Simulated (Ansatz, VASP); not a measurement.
One calculation of SrO, two programs

```xyz
2
Lattice="0.0000 2.4413 2.4413 2.4413 0.0000 2.4413 2.4413 2.4413 0.0000" Properties=species:S:1:pos:R:3 pbc="T T T"
Sr    0.0000    0.0000    0.0000
O     2.4413    2.4413    2.4413
```

Change from the starting cell: strain -0.050 along x and y, -0.050 along z, atoms carried along.

Alike in both runs: task single point; functional LDA; k mesh 8 × 8 × 8; occupations gaussian, width 0.05 eV; no spin polarisation.

```csv
,VASP,Ansatz
version,VASP 6.6.1,Ansatz 0.2.0
potentials or method,"VASP PAW LDA potentials, release 64 (Sr_sv, O), cutoff 520 eV","scalar-relativistic, plane waves, PAW"
valence electrons in the cell,16,16
```

Ansatz gave:

| Property | Result |
| --- | --- |
| gap on the k mesh at the Fermi level (eV) | 2.92 |
| least direct gap on the mesh (eV) | 2.92 |
| pressure (GPa) | 14.6 |

Which values does VASP return?

gap on the k mesh at the Fermi level (eV): 2.86; least direct gap on the mesh (eV): 2.86; pressure (GPa): 16.1.

LDA's correlation is that of Perdew and Zunger in VASP and of Perdew and Wang (1992) in Ansatz.
